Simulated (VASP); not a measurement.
# SiC: single point with PBE

SiC:

```
Si C
1.0
     0.00000    2.11325    2.11325
     2.11325    0.00000    2.11325
     2.15917    2.15917   -0.04593
Si C
1 1
Direct
  0.00000 0.00000 0.00000
  0.75000 0.75000 0.75000
```

- Program: VASP 6.6.1
- Task: single point
- Functional: PBE
- Potentials or basis: VASP PAW PBE potentials, release 64 (Si, C)
- Cutoff: 520 eV
- k mesh: 12 × 12 × 12
- Occupations: gaussian, width 0.05 eV
- Spin: no spin polarisation

- Pressure: 18.7 GPa
- Largest force: 0.380 eV/Å
- Band gap on the k mesh: 1.21 eV, indirect (least direct gap 4.40 eV)

Forces in eV/Å, atoms in the order of the input:
```
Si   0.220  0.220 -0.220
C   -0.220 -0.220  0.220
```

Stress tensor (GPa, compression positive):
```
18.65 -6.72  6.72
-6.72 18.65  6.72
 6.72  6.72 18.65
```

Levels at points of the mesh, in eV from the valence-band top:
| k point | band 2 | band 3 | band 4 | band 5 | band 6 | band 7 |
| --- | --- | --- | --- | --- | --- | --- |
| (0.00, 0.00, 0.00) | -0.23 | 0.00 | 0.00 | 6.37 | 7.66 | 7.93 |
| (0.50, 0.00, 0.00) | -8.92 | -1.22 | -1.17 | 5.71 | 7.09 | 7.56 |
| (0.50, 0.50, 0.00) | -8.06 | -3.54 | -3.20 | 1.21 | 4.49 | 14.56 |
| (0.00, 0.00, 0.50) | -9.00 | -0.94 | -0.94 | 6.40 | 7.69 | 7.69 |

Wall time 18 s on 1 thread of Intel(R) Xeon(R) 6975P-C (Granite Rapids), with other jobs on the host, peak memory 0.16 GiB.

A k mesh can miss the band edges. Expect the measured gap to be larger: semilocal functionals such as PBE lack the derivative discontinuity.
